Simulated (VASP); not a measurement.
Mg, 1 atom in the cell. The structure is cubic, space group Im-3m (No. 229). The conventional cell has a = 3.508 Å, b = 3.508 Å, c = 3.508 Å, α = 90.00°, β = 90.00°, γ = 90.00°. Within 4.0 Å of Mg (site symmetry m-3m) lie 14 Mg at 3.04 to 3.51 Å. 

```yaml
Program: VASP 6.6.1
Task: single point
Functional: LDA
Potentials_or_basis: VASP PAW LDA potentials, release 64 (Mg)
Cutoff: 520 eV
k_mesh: 15 × 15 × 15
Occupations: fermi-dirac, width 0.08 eV
Spin: no spin polarisation
Dipole_correction: no
Further_INCAR_settings: ALGO = Normal; EDIFF = 1e-06; NBANDS = 7
```

Potentials or basis: VASP PAW LDA potentials, release 64 (Mg).

Run with:

```bash
$ cat potpaw_LDA.64/Mg/POTCAR > POTCAR
$ mpirun -np 1 vasp_std > vasp.out
```

Hardware: 1 thread of Intel(R) Xeon(R) Platinum 8259CL CPU @ 2.50GHz (Skylake/Cascade Lake) (shared host).

How long does it take, and how much memory?

Wall time 7.7 s on 1 thread of Intel(R) Xeon(R) Platinum 8259CL CPU @ 2.50GHz (Skylake/Cascade Lake), with other jobs on the host, peak memory 0.13 GiB. Counts: scf iterations 9, k points 120.
